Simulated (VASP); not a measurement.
Runs of VASP 6.6.1 on CdS (Hawleyite). The structure is that of space group F-43m (No. 216), or close to it. The cells are those of the table. 

```csv
task,cell,cutoff (eV),gap on the mesh (eV),pressure (GPa)
relaxation of cell and atoms,"relaxed to -2 GPa from a = 4.157 Å, angles 60.0, 60.0, 90.0°, 2 atoms",600,1.44,-2.0
single point,"a = 4.157 Å, angles 60.0, 60.0, 90.0°, 2 atoms",520,(a),(b)
single point,"a = 3.987 Å, angles 60.0, 60.0, 90.0°, 2 atoms",520,1.82,10.5
single point,"a = 3.928 Å, angles 60.0, 60.0, 90.0°, 2 atoms",520,1.91,15.6
```

Alike in all rows: level r2SCAN; potentials or basis VASP PAW PBE potentials, release 64 (Cd, S); no spin polarisation; k mesh 8 × 8 × 8; smearing gaussian 0.01 eV.

Task: Estimate the missing entries.

Result: (a) 1.54; (b) 0.3.

Caveats: the PAW data sets were made with another functional, which shifts forces and pressure a little; the cell is relaxed towards a set pressure, so the enthalpy falls and the energy may rise (some runs).

A k mesh can miss the band edges, and the runs leave out spin-orbit coupling on Cd.
